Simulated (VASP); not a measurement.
# BN (R3m) in VASP: further runs

Runs on BN. Level: LDA. Tasks: single point.

Everything below comes from runs of VASP 6.6.1. Logs are shortened: lines on timing, memory, paths and dates and some standing lists are left out, and cuts for length are marked.

### 1 The cell of the first run

It takes space group R3m (No. 160, trigonal). Conventional cell: a = 2.502 Å, b = 2.502 Å, c = 10.119 Å, α = 90.00°, β = 90.00°, γ = 120.00°. Within 1.9 Å of B (site symmetry 3m) lie 3 N at 1.46 Å. Within 1.9 Å of N (site symmetry 3m) lie 3 B at 1.46 Å.

### 2 Single point, LDA (atom 1 (B) moved by (+0.000, +0.200) A along x and z)

Input file INCAR:

```
PREC = Accurate
ENCUT = 600
EDIFF = 1E-6
ISMEAR = 0
SIGMA = 0.05
LREAL = False
LASPH = True
NELM = 120
ALGO = Normal
ISIF = 2
LWAVE = False
LCHARG = False
GGA = CA
NBANDS = 11
GGA_COMPAT = False
```

Input file KPOINTS:

```
Automatic mesh
0
Gamma
  12 12 12
```

Input file POSCAR:

```
BN
1.0
    1.2511217832      0.7223354983      3.3729344033
   -1.2511217832      0.7223354983      3.3729344033
    0.0000000000     -1.4446709967      3.3729344033
B N
1 1
Direct
    1.0194363833      1.0194363833      1.0194363833
    0.3327618000      0.3327618000      0.3327618000
```

Potentials or basis: VASP PAW LDA potentials, release 64 (B, N).

Run with:

```
$ cat potpaw_LDA.64/B/POTCAR potpaw_LDA.64/N/POTCAR > POTCAR
$ mpirun -np 1 vasp_std > vasp.out
```

OUTCAR:

```text
PREC = Accurate
   ENCUT = 600
   EDIFF = 1E-6
   ISMEAR = 0
   LREAL = False
   LASPH = True
   NELM = 120
   ISIF = 2
   GGA = CA

 ion  position               nearest neighbor table
   1  0.019  0.019  0.019-   2 1.46   2 1.46   2 1.46
   2  0.333  0.333  0.333-   1 1.46   1 1.46   1 1.46

  LATTYP: Found a trigonal (rhomboedric) cell.
 ALAT       =     3.6692997666
 COS(alpha) =     0.7674786796

  Lattice vectors:

 A1 = (   1.2511217832,   0.7223354983,   3.3729344033)
 A2 = (  -1.2511217832,   0.7223354983,   3.3729344033)
 A3 = (   0.0000000000,  -1.4446709967,   3.3729344033)

Analysis of symmetry for initial positions (statically):
=====================================================================
 Subroutine PRICEL returns:
 Original cell was already a primitive cell.

 Routine SETGRP: Setting up the symmetry group for a
 trigonal (rhombohedral) supercell.

 Subroutine GETGRP returns: Found  6 space group operations
 (whereof  6 operations were pure point group operations)
 out of a pool of 12 trial point group operations.

The static configuration has the point symmetry C_3v.

Analysis of symmetry for dynamics (positions and initial velocities):
=====================================================================
 Subroutine PRICEL returns:
 Original cell was already a primitive cell.

 Routine SETGRP: Setting up the symmetry group for a
 trigonal (rhombohedral) supercell.

 Subroutine GETGRP returns: Found  6 space group operations
 (whereof  6 operations were pure point group operations)
 out of a pool of 12 trial point group operations.

The dynamic configuration has the point symmetry C_3v.

 Subroutine INISYM returns: Found  6 space group operations
 (whereof  6 operations are pure point group operations),
 and found     1 'primitive' translations

----------------------------------------------------------------------------------------

                                     Primitive cell

  volume of cell :      18.2893

  direct lattice vectors                    reciprocal lattice vectors
     1.251121783  0.722335498  3.372934403     0.399641351  0.230733042  0.098825916
    -1.251121783  0.722335498  3.372934403    -0.399641351  0.230733042  0.098825916
     0.000000000 -1.444670997  3.372934403     0.000000000 -0.461466083  0.098825916

  length of vectors
     3.669299767  3.669299767  3.669299767     0.471929558  0.471929558  0.471929558

  position of ions in fractional coordinates (direct lattice)
     0.019436383  0.019436383  0.019436383
     0.332761800  0.332761800  0.332761800

  ion indices of the primitive-cell ions
   primitive index   ion index
                 1           1
                 2           2

----------------------------------------------------------------------------------------

 KPOINTS: Automatic mesh

Automatic generation of k-mesh.
 Grid dimensions read from file:
 generate k-points for:   12   12   12

 Generating k-lattice:

  Cartesian coordinates                     Fractional coordinates (reciprocal lattice)
     0.033303446  0.019227753  0.008235493     0.083333333  0.000000000  0.000000000
    -0.033303446  0.019227753  0.008235493     0.000000000  0.083333333  0.000000000
     0.000000000 -0.038455507  0.008235493     0.000000000  0.000000000  0.083333333

  Length of vectors
     0.039327463  0.039327463  0.039327463

  Shift w.r.t. Gamma in fractional coordinates (k-lattice)
     0.000000000  0.000000000  0.000000000

 Subroutine IBZKPT returns following result:
 ===========================================

 Found    189 irreducible k-points:

 Following reciprocal coordinates:
            Coordinates               Weight
  0.000000  0.000000  0.000000      1.000000
  0.083333  0.000000 -0.000000      6.000000
  0.166667  0.000000  0.000000      6.000000
  0.250000  0.000000 -0.000000      6.000000
  0.333333 -0.000000 -0.000000      6.000000
  0.416667 -0.000000 -0.000000      6.000000
[... 16 lines left out ...]
  0.500000  0.166667  0.000000     12.000000
 -0.416667  0.166667  0.000000     12.000000
 [... further k-points ...]
   k-points           NKPTS =    189   k-points in BZ     NKDIM =    189   number of bands    NBANDS=     11
   number of dos      NEDOS =    301   number of ions     NIONS =      2
   total plane-waves  NPLWV =  27000
   dimension x,y,z NGX =    30 NGY =   30 NGZ =   30
   dimension x,y,z NGXF=    60 NGYF=   60 NGZF=   60
   ions per type =               1   1
   NGX,Y,Z   is equivalent  to a cutoff of  13.59, 13.59, 13.59 a.u.
   NGXF,Y,Z  is equivalent  to a cutoff of  27.18, 27.18, 27.18 a.u.
 SYSTEM =  unknown system
   PREC   = accura    normal or accurate (medium, high low for compatibility)
   ISTART =      0    job   : 0-new  1-cont  2-samecut
   ICHARG =      2    charge: 1-file 2-atom 10-const
   ISPIN  =      1    spin polarized calculation?
   LNONCOLLINEAR =      F non collinear calculations
   LSORBIT =      F    spin-orbit coupling
   LASPH  =      T    aspherical Exc in radial PAW
   ENCUT  =  600.0 eV  44.10 Ry    6.64 a.u.   7.33  7.33  7.33*2*pi/ulx,y,z
   NELM   =    120;   NELMIN=  2; NELMDL= -5     # of ELM steps
   EDIFF  = 0.1E-05   stopping-criterion for ELM
   LREAL  =      F    real-space projection
   EDIFFG = 0.1E-04   stopping-criterion for IOM
   NSW    =      0    number of steps for IOM
   IBRION =     -1    ionic relax: 0-MD 1-quasi-New 2-CG
   NFREE  =      0    steps in history (QN), initial steepest desc. (CG)
   ISIF   =      2    stress and relaxation
   ISYM   =      2    0-nonsym 1-usesym 2-fastsym
   POTIM  = 0.5000    time-step for ionic-motion
   TEBEG  =    0.0;   TEEND  =   0.0 temperature during run
   PSTRESS=    0.0 pullay stress
   NELECT =       8.0000    total number of electrons
   NUPDOWN=      -1.0000    fix difference up-down
   EMIN   =  10.00;   EMAX   =-10.00  energy-range for DOS
   EFERMI =   0.00;   METHOD = LEGACY
   ISMEAR =     0;   SIGMA  =   0.05  broadening in eV -4-tet -1-fermi 0-gaus
   EFERMI_NEDOS =   21; number of points for ismear=-14 and -15
   IALGO  =     38    algorithm
   IMIX   =      4    mixing-type and parameters
     AMIX     =   0.40;   BMIX     =  1.00
     AMIX_MAG =   1.60;   BMIX_MAG =  1.00
  volume/ion in A,a.u.               =       9.14        61.71
  Fermi-wavevector in a.u.,A,eV,Ry     =   1.242717  2.348395 21.012099  1.544346
  Thomas-Fermi vector in A             =   2.377059
   LORBIT       =      0    0 simple, 1 ext, 2 COOP (PROOUT), +10 PAW based schemes
   GGA     = CA    functional components
   LHFCALC =     F    Hartree Fock is set to
   AEXX    =    0.0000 exact exchange contribution
   IVDW    =     0    specifies the selected vdW correction
   LEPSILON=     F    determine dielectric tensor
   LRPA    =     F    only Hartree local field effects (RPA)
 non-spin polarized calculation
 Gauss-broadening in eV      SIGMA  =   0.05
  energy-cutoff  :      600.00
  volume of cell :       18.29
 maximum number of plane-waves:       624
 NGX is ok and might be reduce to    30
   NGX = 15   NGY = 15   NGZ = 15

 number of electron       8.0000000 magnetization

 Free energy of the ion-electron system (eV)
  ---------------------------------------------------
  ext. energy  EPLUGINS =         0.00000000
  ---------------------------------------------------
  free energy    TOTEN  =       -19.02228670 eV

  energy without entropy =      -19.02228670  energy(sigma->0) =      -19.02228670

 E-fermi :   2.2310     XC(G=0): -10.4745

 val. band max:        1.9741994516   @ k =  -0.3333   0.2500  -0.0000
 cond. band min:       6.1577156639   @ k =   0.5000   0.5000  -0.0000
 fundamental gap:      4.1835162123
 Fermi energy:         2.2310324247

 k-point     1 :       0.0000    0.0000    0.0000
  band No.  band energies     occupation
      1     -15.4697      2.00000
      2      -2.0416      2.00000
      3       1.0207      2.00000
      4       1.0207      2.00000
      5       6.2073      0.00000
      6      13.5264      0.00000
      7      13.5264      0.00000
      8      15.1232      0.00000
      9      16.9317      0.00000
     10      27.6167      0.00000
     11      29.8636      0.00000

 k-point     2 :       0.0833    0.0000   -0.0000
  band No.  band energies     occupation
      1     -15.3300      2.00000
      2      -1.9037      2.00000
      3       0.4518      2.00000
      4       0.7626      2.00000
      5       6.4573      0.00000
      6      13.3803      0.00000
      7      14.0872      0.00000
      8      14.9343      0.00000
      9      17.1990      0.00000
     10      27.6673      0.00000
     11      28.2307      0.00000

 k-point     3 :       0.1667    0.0000    0.0000
  band No.  band energies     occupation
      1     -14.9182      2.00000
      2      -1.5610      2.00000
      3      -0.8998      2.00000
      4       0.1355      2.00000
      5       7.0839      0.00000
      6      12.9370      0.00000
      7      14.2583      0.00000
      8      15.5849      0.00000
      9      18.0844      0.00000
     10      25.1855      0.00000
     11      27.3529      0.00000

 k-point     4 :       0.2500    0.0000   -0.0000
  band No.  band energies     occupation
      1     -14.2611      2.00000
      2      -2.8571      2.00000
      3      -0.7278      2.00000
      4      -0.5903      2.00000
      5       7.8022      0.00000
      6      12.0419      0.00000
      7      13.7460      0.00000
      8      17.6007      0.00000
      9      19.0523      0.00000
     10      23.2822      0.00000
     11      25.9742      0.00000

 k-point     5 :       0.3333   -0.0000   -0.0000
  band No.  band energies     occupation
      1     -13.4267      2.00000
      2      -4.6610      2.00000
      3      -1.2130      2.00000
      4       0.1530      2.00000
      5       7.9006      0.00000
      6      11.4898      0.00000
      7      13.6812      0.00000
      8      19.1363      0.00000
      9      19.5536      0.00000
     10      22.6504      0.00000
     11      25.4431      0.00000
[... 211 lines left out ...]
 k-point    21 :       0.3333    0.1667   -0.0000
  band No.  band energies     occupation
      1     -13.8475      2.00000
      2      -3.2412      2.00000
      3      -1.6316      2.00000
      4      -0.6666      2.00000
      5       8.5233      0.00000
      6      12.2427      0.00000
      7      14.5457      0.00000
      8      16.8046      0.00000
      9      19.0591      0.00000
     10      22.6833      0.00000
     11      26.3641      0.00000

 k-point    22 :       0.4167    0.1667    0.0000
  band No.  band energies     occupation
      1     -13.0496      2.00000
      2      -4.6434      2.00000
      3      -2.4671      2.00000
      4       0.1715      2.00000
      5       8.0777      0.00000
      6      12.8370      0.00000
      7      14.7708      0.00000
      8      17.7275      0.00000
      9      18.1610      0.00000
     10      22.9347      0.00000
     11      24.9854      0.00000

 k-point    23 :       0.5000    0.1667    0.0000
  band No.  band energies     occupation
      1     -12.2773      2.00000
      2      -5.8882      2.00000
      3      -2.9763      2.00000
      4       1.1166      2.00000
      5       7.1692      0.00000
      6      13.8373      0.00000
      7      14.5693      0.00000
      8      16.9842      0.00000
      9      19.0164      0.00000
     10      22.3115      0.00000
     11      25.0767      0.00000

 k-point    24 :      -0.4167    0.1667    0.0000
  band No.  band energies     occupation
      1     -11.9323      2.00000
      2      -6.4125      2.00000
      3      -3.1466      2.00000
      4       1.7441      2.00000
      5       6.6083      0.00000
      6      13.7595      0.00000
      7      14.7952      0.00000
      8      16.1181      0.00000
      9      19.6199      0.00000
     10      22.9161      0.00000
     11      24.7144      0.00000

 [... further k-points ...]
[... 5 lines left out ...]
  --------------------------------------------------------------------------------------
  -------------------------------------------------------------------------------------
  Total       -0.7341671     -0.7341671     -0.8916038      0.0000000      0.0000000      0.0000000
  in kB      -64.3143376    -64.3143376    -78.1060769      0.0000000      0.0000000      0.0000000
  external PRESSURE =     -68.9115841 kB  Pullay stress =       0.0000000 kB

 VOLUME and BASIS-vectors are now :
 -----------------------------------------------------------------------------
  energy-cutoff  :      600.00
  volume of cell :       18.29
      direct lattice vectors                 reciprocal lattice vectors
     1.251121783  0.722335498  3.372934403     0.399641351  0.230733042  0.098825916
    -1.251121783  0.722335498  3.372934403    -0.399641351  0.230733042  0.098825916
     0.000000000 -1.444670997  3.372934403     0.000000000 -0.461466083  0.098825916

 POSITION                                       TOTAL-FORCE (eV/Angst)
 -----------------------------------------------------------------------------------
      0.00000     -0.00000      0.19667         0.000000      0.000000     -2.664148
      0.00000     -0.00000      3.36715         0.000000     -0.000000      2.664148
 -----------------------------------------------------------------------------------
    total drift:                               -0.000000      0.000000     -0.000826

  FREE ENERGIE OF THE ION-ELECTRON SYSTEM (eV)
  ---------------------------------------------------
  free  energy   TOTEN  =       -19.0222866967 eV

  energy  without entropy=      -19.0222866967  energy(sigma->0) =      -19.02228670
```

Wall time 41 s (1 thread of AMD EPYC 9R45 (Zen 5), shared host); peak memory 0.14 GiB.

What came out:

- Free energy: -19.0223 eV
- Pressure: -6.9 GPa
- Largest force: 2.664 eV/Å
- Band gap on the k mesh: 4.18 eV, indirect (least direct gap 4.55 eV)

Forces on the atoms (eV/Å):
```
B    0.000  0.000 -2.664
N    0.000  0.000  2.664
```

Levels at points of the mesh, in eV from the valence-band top:
```tsv
k point	band 1	band 2	band 3	band 4	band 5	band 6	band 7	band 8
(0.00, 0.00, 0.00)	-17.44	-4.02	-0.95	-0.95	4.23	11.55	11.55	13.15
(0.50, 0.00, 0.00)	-14.17	-8.73	-3.74	-0.44	4.53	10.04	12.62	15.71
(0.50, 0.50, 0.00)	-14.10	-8.58	-3.80	-1.27	4.18	9.83	13.33	17.59
(0.50, 0.50, 0.50)	-17.16	-6.19	-0.98	-0.98	9.25	11.54	11.54	12.73
```

Caveat: the cell differs from its parent crystal (atom 1 (B) moved by (+0.000, +0.200) A along x and z); forces of over 1 eV/Å act on the atoms, so gaps and moduli don't describe the material at rest.

(Part 1 of 2 ends here.)
